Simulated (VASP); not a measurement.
Write the native input for VASP 6.6.1 that does the following.

```
Task                   : single point
Functional             : PBE
Potentials or basis    : VASP PAW PBE potentials, release 64 (Ba_sv)
Cutoff                 : 520 eV
k mesh                 : 9 × 9 × 9
Occupations            : fermi-dirac, width 0.1 eV
Spin                   : no spin polarisation
Dipole correction      : no
Further INCAR settings : ALGO = Normal; EDIFF = 1e-06; NBANDS = 11
```

The structure of Ba lies in POSCAR:

```
Ba
1.0
   -2.5124914082      2.5124914082      2.5124914082
    2.5124914082     -2.5124914082      2.5124914082
    2.5124914082      2.5124914082     -2.5124914082
Ba
1
Direct
    0.0000000000      0.0000000000      0.0000000000
```

One way to write it, as run:

INCAR

```
SYSTEM = Ba
ALGO = Normal
EDIFF = 1E-6
ENCUT = 520
GGA = PE
ISIF = 2
ISMEAR = -1
LASPH = .True.
LCHARG = .False.
LREAL = .False.
LWAVE = .False.
NBANDS = 11
NELM = 80
PREC = Accurate
SIGMA = 0.1
```

KPOINTS

```
k-points
0
Gamma
  9 9 9
  0 0 0
```

Potentials or basis: VASP PAW PBE potentials, release 64 (Ba_sv).

The run is started by

```sh
$ cat potpaw_PBE.64/Ba_sv/POTCAR > POTCAR
$ mpirun -np 1 vasp_std > vasp.out
```

It gave:

```json
{
  "Pressure": "0.1 GPa",
  "Band gap on the k mesh": "zero (band 5 reaches 2.07 eV, above the bottom of band 6 at 1.16 eV)"
}
```

Caveat: spin-orbit coupling is left out, which moves the levels of the heavy elements.

It took 21 s on 1 thread of Intel(R) Xeon(R) Platinum 8259CL CPU @ 2.50GHz (Skylake/Cascade Lake) (shared host), peak memory 0.18 GiB.
